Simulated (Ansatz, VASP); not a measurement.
# Al3GaN4 in VASP and in Ansatz

```
Al Ga N
1.0
     5.44688    0.00000    0.00011
     0.00000    3.38048    0.00000
    -0.00350    0.00000    5.20127
Al Ga N
3 1 4
Direct
  0.50023 0.50000 0.16733
  0.00092 0.50000 0.83481
  0.00109 0.00000 0.33169
  0.49942 0.00000 0.66620
  0.11117 0.00000 0.66633
  0.12245 0.50000 0.16716
  0.62512 0.50000 0.84019
  0.62319 0.00000 0.32629
```

Change from the starting cell: strain +0.080 along x and y, -0.040 along z, atoms carried along.

Alike in both runs: task single point; functional PBEsol; k mesh 6 × 8 × 4; occupations gaussian, width 0.05 eV; no spin polarisation.

```csv
,VASP,Ansatz
version,VASP 6.6.1,Ansatz 0.2.0
potentials or method,"VASP PAW PBE potentials, release 64 (Al, Ga_d, N), cutoff 520 eV","scalar-relativistic, plane waves, PAW"
valence electrons in the cell,42,42
```

|  | VASP | Ansatz | Ansatz less VASP |
| --- | --- | --- | --- |
| gap on the k mesh at the Fermi level (eV) | 2.21 | 2.20 | -0.007 |
| least direct gap on the mesh (eV) | 2.21 | 2.20 | -0.007 |
| pressure (GPa) | -15.6 | -15.6 | +0.09 |
| traceless stress, the component that is largest in VASP (GPa) | 21.60 | 21.45 | -0.148 |
| rms of the force components (eV/Å) | 0.576 | 0.570 | -0.0060 |

VASP's potentials were made for PBE, not for PBEsol. Atom by atom the forces differ by 0.011 eV/Å (rms over components).
